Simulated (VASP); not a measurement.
Wanted: the native input for a VASP 6.6.1 run.

```yaml
Task: single point
Functional: PBE
Potentials_or_basis: VASP PAW PBE potentials, release 64 (Mg, O)
Cutoff: 520 eV
k_mesh: 9 × 9 × 6
Occupations: gaussian, width 0.05 eV
Spin: no spin polarisation
Dipole_correction: no
Further_INCAR_settings: ALGO = Normal; EDIFF = 1e-07; NBANDS = 16
```

The structure of MgO lies in POSCAR:

```
MgO
1.0
    3.4700000000      0.0000000000      0.0000000000
   -1.7350000000      3.0051081511      0.0000000000
    0.0000000000      0.0000000000      5.1215474299
Mg O
2 2
Direct
    0.3333333333      0.6666666667      0.0063188013
    0.6666666667      0.3333333333      0.5063188013
    0.3333333333      0.6666666667      0.3982811987
    0.6666666667      0.3333333333      0.8982811987
```

The input as run:

INCAR

```
SYSTEM = MgO
PREC = Accurate
ENCUT = 520
EDIFF = 1E-7
ISMEAR = 0
SIGMA = 0.05
LREAL = .False.
LASPH = .True.
NELM = 100
ALGO = Normal
ISIF = 2
LWAVE = .False.
LCHARG = .False.
GGA = PE
NBANDS = 16
```

KPOINTS

```
regular mesh
0
Gamma
  9 9 6
  0 0 0
```

Potentials or basis: VASP PAW PBE potentials, release 64 (Mg, O).

The run is started by

```sh
$ cat potpaw_PBE.64/Mg/POTCAR potpaw_PBE.64/O/POTCAR > POTCAR
$ mpirun -np 1 vasp_std > vasp.out
```

Results of the run:

```yaml
Pressure: -9.2 GPa
Largest_force: 0.256 eV/Å
Band_gap_on_the_k_mesh: 2.86 eV, direct
```

It took 19 s on 1 thread of Intel(R) Xeon(R) 6975P-C (Granite Rapids) (shared host), peak memory 0.19 GiB.
